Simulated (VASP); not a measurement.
# GaN (F-43m) in VASP: further runs

The runs below take GaN through single point, with PBEsol-based global hybrid with 25 % exact exchange, BLYP+D3(BJ).

All numbers are computed with VASP 6.6.1; they aren't measurements. Logs are shortened: lines on timing, memory, paths and dates and some standing lists are left out, and cuts for length are marked.

### 1 The cell of the first run

Symmetry: F-43m, No. 216, cubic system. The conventional cell has a = 4.446 Å, b = 4.446 Å, c = 4.446 Å, α = 90.00°, β = 90.00°, γ = 90.00°. Ga (site symmetry -43m) has 4 N at 1.93 Å within 2.6 Å. Within 2.6 Å of N (site symmetry -43m) lie 4 Ga at 1.93 Å.

### 2 Single point, PBEsol-based global hybrid with 25 % exact exchange

File POSCAR:

```
GaN
1.0
    0.0000000000      2.2230441631      2.2230441631
    2.2230441631      0.0000000000      2.2230441631
    2.2230441631      2.2230441631      0.0000000000
Ga N
1 1
Direct
    0.0000000000      0.0000000000      0.0000000000
    0.2500000000      0.2500000000      0.2500000000
```

File INCAR.step1:

```
SYSTEM = GaN
ALGO     = Normal         ! electronic algorithm
EDIFF    = 1E-5           ! SCF threshold, eV
ENCUT    = 520            ! plane-wave cutoff, eV
GGA      = PE             ! functional
ISIF     = 2              ! what is computed and relaxed
ISMEAR   = -1             ! smearing method
LASPH    = .True.         ! aspherical terms in the spheres
LREAL    = .False.        ! projectors in reciprocal space
LWAVE    = .True.         ! write WAVECAR
NBANDS   = 16             ! bands
NELM     = 80             ! most SCF steps
PREC     = Accurate       ! precision mode
SIGMA    = 0.05           ! smearing width, eV
```

File INCAR.step2:

```
SYSTEM = GaN
AEXX     = 0.25           ! exact-exchange fraction
ALGO     = Normal         ! electronic algorithm
EDIFF    = 1E-6           ! SCF threshold, eV
ENCUT    = 520            ! plane-wave cutoff, eV
GGA      = PS             ! functional
ISIF     = 2              ! what is computed and relaxed
ISMEAR   = -1             ! smearing method
ISTART   = 1            
LASPH    = .True.         ! aspherical terms in the spheres
LCHARG   = .True.         ! write CHGCAR
LELF     = .True.         ! ELF
LHFCALC  = .True.         ! exact exchange
LREAL    = .False.        ! projectors in reciprocal space
LVHAR    = .True.       
LWAVE    = .False.        ! write WAVECAR
NBANDS   = 16             ! bands
NELM     = 80             ! most SCF steps
PREC     = Accurate       ! precision mode
PRECFOCK = Normal       
SIGMA    = 0.05           ! smearing width, eV
```

File KPOINTS:

```
k-points
0
Gamma
  5 5 5
  0 0 0
```

Potentials or basis: VASP PAW PBE potentials, release 64 (Ga_d, N).

The run is started by

```bash
$ cat potpaw_PBE.64/Ga_d/POTCAR potpaw_PBE.64/N/POTCAR > POTCAR
$ cp INCAR.step1 INCAR
$ mpirun -np 1 vasp_std > vasp.out
$ cp INCAR.step2 INCAR
$ mpirun -np 1 vasp_std > vasp.out
```

OUTCAR:

```text
SYSTEM = GaN
   AEXX = 0.25
   EDIFF = 1E-6
   ENCUT = 520
   GGA = PS
   ISIF = 2
   ISMEAR = -1
   ISTART = 1
   LASPH = .True.
   LHFCALC = .True.
   LREAL = .False.
   NELM = 80
   PREC = Accurate
   PRECFOCK = Normal

 ion  position               nearest neighbor table
   1  0.000  0.000  0.000-   2 1.93   2 1.93   2 1.93   2 1.93
   2  0.250  0.250  0.250-   1 1.93   1 1.93   1 1.93   1 1.93

  LATTYP: Found a face centered cubic cell.
 ALAT       =     4.4460883262

  Lattice vectors:

 A1 = (   0.0000000000,   2.2230441631,   2.2230441631)
 A2 = (   2.2230441631,   0.0000000000,   2.2230441631)
 A3 = (   2.2230441631,   2.2230441631,   0.0000000000)

Analysis of symmetry for initial positions (statically):
=====================================================================
 Subroutine PRICEL returns:
 Original cell was already a primitive cell.

 Routine SETGRP: Setting up the symmetry group for a
 face centered cubic supercell.

 Subroutine GETGRP returns: Found 24 space group operations
 (whereof 24 operations were pure point group operations)
 out of a pool of 48 trial point group operations.

The static configuration has the point symmetry T_d .

Analysis of symmetry for dynamics (positions and initial velocities):
=====================================================================
 Subroutine PRICEL returns:
 Original cell was already a primitive cell.

 Routine SETGRP: Setting up the symmetry group for a
 face centered cubic supercell.

 Subroutine GETGRP returns: Found 24 space group operations
 (whereof 24 operations were pure point group operations)
 out of a pool of 48 trial point group operations.

The dynamic configuration has the point symmetry T_d .

 Subroutine INISYM returns: Found 24 space group operations
 (whereof 24 operations are pure point group operations),
 and found     1 'primitive' translations

----------------------------------------------------------------------------------------

                                     Primitive cell

  volume of cell :      21.9722

  direct lattice vectors                    reciprocal lattice vectors
     0.000000000  2.223044163  2.223044163    -0.224916809  0.224916809  0.224916809
     2.223044163  0.000000000  2.223044163     0.224916809 -0.224916809  0.224916809
     2.223044163  2.223044163  0.000000000     0.224916809  0.224916809 -0.224916809

  length of vectors
     3.143859205  3.143859205  3.143859205     0.389567341  0.389567341  0.389567341

  position of ions in fractional coordinates (direct lattice)
     0.000000000  0.000000000  0.000000000
     0.250000000  0.250000000  0.250000000

  ion indices of the primitive-cell ions
   primitive index   ion index
                 1           1
                 2           2

----------------------------------------------------------------------------------------

 KPOINTS: k-points

Automatic generation of k-mesh.
 Grid dimensions read from file:
 generate k-points for:    5    5    5

 Generating k-lattice:

  Cartesian coordinates                     Fractional coordinates (reciprocal lattice)
    -0.044983362  0.044983362  0.044983362     0.200000000  0.000000000  0.000000000
     0.044983362 -0.044983362  0.044983362     0.000000000  0.200000000  0.000000000
     0.044983362  0.044983362 -0.044983362     0.000000000  0.000000000  0.200000000

  Length of vectors
     0.077913468  0.077913468  0.077913468

  Shift w.r.t. Gamma in fractional coordinates (k-lattice)
     0.000000000  0.000000000  0.000000000

 Subroutine IBZKPT returns following result:
 ===========================================

 Found     10 irreducible k-points:

 Following reciprocal coordinates:
            Coordinates               Weight
  0.000000  0.000000  0.000000      1.000000
  0.200000  0.000000  0.000000      8.000000
  0.400000  0.000000  0.000000      8.000000
  0.200000  0.200000  0.000000      6.000000
  0.400000  0.200000  0.000000     24.000000
 -0.400000  0.200000  0.000000     24.000000
 -0.200000  0.200000  0.000000     12.000000
  0.400000  0.400000  0.000000      6.000000
 -0.400000  0.400000  0.000000     12.000000
 -0.400000  0.400000  0.200000     24.000000
   k-points           NKPTS =     10   k-points in BZ     NKDIM =    125   number of bands    NBANDS=     16
   number of dos      NEDOS =    301   number of ions     NIONS =      2
   total plane-waves  NPLWV =  13824
   dimension x,y,z NGX =    24 NGY =   24 NGZ =   24
   dimension x,y,z NGXF=    48 NGYF=   48 NGZF=   48
   ions per type =               1   1
   NGX,Y,Z   is equivalent  to a cutoff of  12.69, 12.69, 12.69 a.u.
   NGXF,Y,Z  is equivalent  to a cutoff of  25.38, 25.38, 25.38 a.u.
 SYSTEM =  GaN
   PREC   = accura    normal or accurate (medium, high low for compatibility)
   ISTART =      1    job   : 0-new  1-cont  2-samecut
   ICHARG =      0    charge: 1-file 2-atom 10-const
   ISPIN  =      1    spin polarized calculation?
   LNONCOLLINEAR =      F non collinear calculations
   LSORBIT =      F    spin-orbit coupling
   LASPH  =      T    aspherical Exc in radial PAW
   ENCUT  =  520.0 eV  38.22 Ry    6.18 a.u.   5.85  5.85  5.85*2*pi/ulx,y,z
   NELM   =     80;   NELMIN=  2; NELMDL=  0     # of ELM steps
   EDIFF  = 0.1E-05   stopping-criterion for ELM
   LREAL  =      F    real-space projection
   EDIFFG = 0.1E-04   stopping-criterion for IOM
   NSW    =      0    number of steps for IOM
   IBRION =     -1    ionic relax: 0-MD 1-quasi-New 2-CG
   NFREE  =      0    steps in history (QN), initial steepest desc. (CG)
   ISIF   =      2    stress and relaxation
   ISYM   =      3    0-nonsym 1-usesym 2-fastsym
   POTIM  = 0.5000    time-step for ionic-motion
   TEBEG  =    0.0;   TEEND  =   0.0 temperature during run
   PSTRESS=    0.0 pullay stress
   NELECT =      18.0000    total number of electrons
   NUPDOWN=      -1.0000    fix difference up-down
   EMIN   =  10.00;   EMAX   =-10.00  energy-range for DOS
   EFERMI =   0.00;   METHOD = LEGACY
   ISMEAR =    -1;   SIGMA  =   0.05  broadening in eV -4-tet -1-fermi 0-gaus
   EFERMI_NEDOS =   21; number of points for ismear=-14 and -15
   IALGO  =     38    algorithm
   IMIX   =      1    mixing-type and parameters
     AMIX     =   0.40;   BMIX     =  1.00
     AMIX_MAG =   1.60;   BMIX_MAG =  1.00
  volume/ion in A,a.u.               =      10.99        74.14
  Fermi-wavevector in a.u.,A,eV,Ry     =   1.531819  2.894719 31.925673  2.346471
  Thomas-Fermi vector in A             =   2.639111
   LORBIT       =      0    0 simple, 1 ext, 2 COOP (PROOUT), +10 PAW based schemes
   GGA     = PS    functional components
   LHFCALC =     T    Hartree Fock is set to
   PRECFOCK=normal    Normal, Fast or Accurate (Low or Medium for compatibility)
   ENCUT4O =  -1.0   cutoff for four orbital integrals eV
   NKREDX  =     1    reduce k-point grid by
   NKREDY  =     1    reduce k-point grid by
   NKREDZ  =     1    reduce k-point grid by
   AEXX    =    0.2500 exact exchange contribution
   HFSCREEN=    0.0000 screening length (either q_TF or 0.3 A-1)
   HFSCREENC=   0.0000 screening length for correlation (either q_TF or 0.3 A-1)
   ENCUTFOCK=  -1.0 apply spherical cutoff to Coloumb kernel
   IVDW    =     0    specifies the selected vdW correction
   LEPSILON=     F    determine dielectric tensor
   LRPA    =     F    only Hartree local field effects (RPA)
 non-spin polarized calculation
  energy-cutoff  :      520.00
  volume of cell :       21.97
 maximum number of plane-waves:       609
  NGX = 18; NGY = 18; NGZ = 18

 number of electron      18.0000015 magnetization

 Free energy of the ion-electron system (eV)
  ---------------------------------------------------
  ext. energy  EPLUGINS =         0.00000000
  ---------------------------------------------------
  free energy    TOTEN  =       -16.37846814 eV

  energy without entropy =      -16.37846814  energy(sigma->0) =      -16.37846814

 E-fermi :   5.5618     XC(G=0):  -9.5053

 val. band max:        4.4010188053   @ k =   0.0000   0.0000   0.0000
 cond. band min:       8.4034952922   @ k =   0.0000   0.0000   0.0000
 fundamental gap:      4.0024764869
 Fermi energy:         5.5618403253

 k-point     1 :       0.0000    0.0000    0.0000
  band No.  band energies     occupation
      1     -13.4303      2.00000
      2     -11.1898      2.00000
      3     -11.1898      2.00000
      4     -11.1898      2.00000
      5     -10.8283      2.00000
      6     -10.8283      2.00000
[... 8 lines left out ...]
     15      25.9109      0.00000
     16      25.9109      0.00000

 k-point     2 :       0.2000    0.0000    0.0000
  band No.  band energies     occupation
      1     -13.0366      2.00000
      2     -11.1408      2.00000
      3     -11.1408      2.00000
      4     -10.9148      2.00000
      5     -10.8294      2.00000
      6     -10.8294      2.00000
[... 8 lines left out ...]
     15      23.7368      0.00000
     16      23.7368      0.00000

 k-point     3 :       0.4000    0.0000    0.0000
  band No.  band energies     occupation
      1     -12.6536      2.00000
      2     -11.0947      2.00000
      3     -11.0947      2.00000
      4     -10.7945      2.00000
      5     -10.7945      2.00000
      6      -9.6269      2.00000
[... 8 lines left out ...]
     15      26.0405      0.00000
     16      26.0405      0.00000

 k-point     4 :       0.2000    0.2000    0.0000
  band No.  band energies     occupation
      1     -12.9213      2.00000
      2     -11.0862      2.00000
      3     -11.0862      2.00000
      4     -10.9875      2.00000
      5     -10.8007      2.00000
      6     -10.7625      2.00000
[... 8 lines left out ...]
     15      28.1454      0.00000
     16      28.7870      0.00000
[... 58 lines left out ...]
 k-point     8 :       0.4000    0.4000    0.0000
  band No.  band energies     occupation
      1     -12.5181      2.00000
      2     -11.0577      2.00000
      3     -10.8986      2.00000
      4     -10.8986      2.00000
      5     -10.7556      2.00000
      6      -9.1653      2.00000
[... 8 lines left out ...]
     15      30.0239      0.00000
     16      30.9535      0.00000

 k-point     9 :      -0.4000    0.4000    0.0000
  band No.  band energies     occupation
      1     -12.4928      2.00000
      2     -11.0525      2.00000
      3     -10.9078      2.00000
      4     -10.8962      2.00000
      5     -10.7768      2.00000
      6      -8.4796      2.00000
[... 8 lines left out ...]
     15      29.0960      0.00000
     16      30.7791      0.00000

 k-point    10 :      -0.4000    0.4000    0.2000
  band No.  band energies     occupation
      1     -12.5055      2.00000
      2     -11.0322      2.00000
      3     -10.9973      2.00000
      4     -10.8666      2.00000
      5     -10.8014      2.00000
      6      -8.6828      2.00000
[... 8 lines left out ...]
     15      26.7357      0.00000
     16      31.0811      0.00000

------------------------ aborting loop because EDIFF is reached ----------------------------------------

  FORCE on cell =-STRESS in cart. coord.  units (eV):
  Direction    XX          YY          ZZ          XY          YZ          ZX
  --------------------------------------------------------------------------------------
  -------------------------------------------------------------------------------------
  Total        0.3288769      0.3288769      0.3288769     -0.0000000      0.0000000     -0.0000000
  in kB       23.9811302     23.9811302     23.9811302     -0.0000000      0.0000000     -0.0000000
  external PRESSURE =      23.9811302 kB  Pullay stress =       0.0000000 kB

 VOLUME and BASIS-vectors are now :
 -----------------------------------------------------------------------------
  energy-cutoff  :      520.00
  volume of cell :       21.97
      direct lattice vectors                 reciprocal lattice vectors
     0.000000000  2.223044163  2.223044163    -0.224916809  0.224916809  0.224916809
     2.223044163  0.000000000  2.223044163     0.224916809 -0.224916809  0.224916809
     2.223044163  2.223044163  0.000000000     0.224916809  0.224916809 -0.224916809

 POSITION                                       TOTAL-FORCE (eV/Angst)
 -----------------------------------------------------------------------------------
      0.00000      0.00000      0.00000        -0.000000     -0.000000     -0.000000
      1.11152      1.11152      1.11152         0.000000      0.000000      0.000000
 -----------------------------------------------------------------------------------
    total drift:                               -0.000011     -0.000008     -0.000003

  FREE ENERGIE OF THE ION-ELECTRON SYSTEM (eV)
  ---------------------------------------------------
  free  energy   TOTEN  =       -16.3784681379 eV

  energy  without entropy=      -16.3784681379  energy(sigma->0) =      -16.37846814
```

It took 8.7 min on 1 thread of Intel Xeon Platinum 8259CL at 2.50GHz (Skylake/Cascade Lake), shared host; peak memory 0.15 GiB.

Results:

```yaml
Free_energy: -16.3785 eV
Pressure: 2.4 GPa
Band_gap_on_the_k_mesh: 4.00 eV
```

Caveat: the k points lie up to 0.49 Å⁻¹ apart; the PAW data sets were made with another functional, which shifts forces and pressure a little.

### 3 Single point, PBEsol-based global hybrid with 25 % exact exchange

This run uses another cell than the first one, of 11.44 Å³/atom.

File POSCAR:

```
GaN
1.0
    0.0000000000      2.2535006075      2.2535006075
    2.2535006075      0.0000000000      2.2535006075
    2.2535006075      2.2535006075      0.0000000000
Ga N
1 1
Direct
    0.0000000000      0.0000000000      0.0000000000
    0.2500000000      0.2500000000      0.2500000000
```

File INCAR.step1:

```
  PREC = Accurate
  ENCUT = 520
  EDIFF = 1E-5
  ISMEAR = -1
  SIGMA = 0.05
  LREAL = F
  LASPH = T
  NELM = 100
  ALGO = Normal
  ISIF = 2
  LWAVE = T
  LCHARG = F
  GGA = PE
  NBANDS = 16
```

File INCAR.step2:

```
  PREC = Accurate
  ENCUT = 520
  EDIFF = 1E-6
  ISMEAR = -1
  SIGMA = 0.05
  LREAL = F
  LASPH = T
  NELM = 100
  ALGO = Normal
  ISIF = 2
  LWAVE = F
  LCHARG = F
  GGA = PS
  LHFCALC = T
  AEXX = 0.25
  PRECFOCK = Normal
  ISTART = 1
  NBANDS = 16
```

File KPOINTS:

```
regular mesh
0
Gamma
  5 5 5
```

Potentials or basis: VASP PAW PBE potentials, release 64 (Ga_d, N).

The run is started by

```bash
$ cat potpaw_PBE.64/Ga_d/POTCAR potpaw_PBE.64/N/POTCAR > POTCAR
$ cp INCAR.step1 INCAR
$ mpirun -np 1 vasp_std > vasp.out
$ cp INCAR.step2 INCAR
$ mpirun -np 1 vasp_std > vasp.out
```

It took 8.1 min on 1 thread of Intel Xeon Platinum 8259CL at 2.50GHz (Skylake/Cascade Lake), shared host; peak memory 0.15 GiB.

The run converged. Its results:

| Quantity | Value |
| --- | --- |
| Free energy | -16.3679 eV |
| Pressure | -5.9 GPa |
| Band gap on the k mesh | 3.69 eV |

Levels at points of the mesh, in eV from the valence-band top:
| k point | band 5 | band 6 | band 7 | band 8 | band 9 | band 10 | band 11 | band 12 | band 13 | band 14 |
| --- | --- | --- | --- | --- | --- | --- | --- | --- | --- | --- |
| (0.00, 0.00, 0.00) | -15.26 | -15.26 | 0.00 | 0.00 | 0.00 | 3.69 | 12.60 | 12.60 | 12.60 | 19.97 |

Caveat: the k points lie up to 0.48 Å⁻¹ apart; the PAW data sets were made with another functional, which shifts forces and pressure a little.

[end of part 1 of 2]
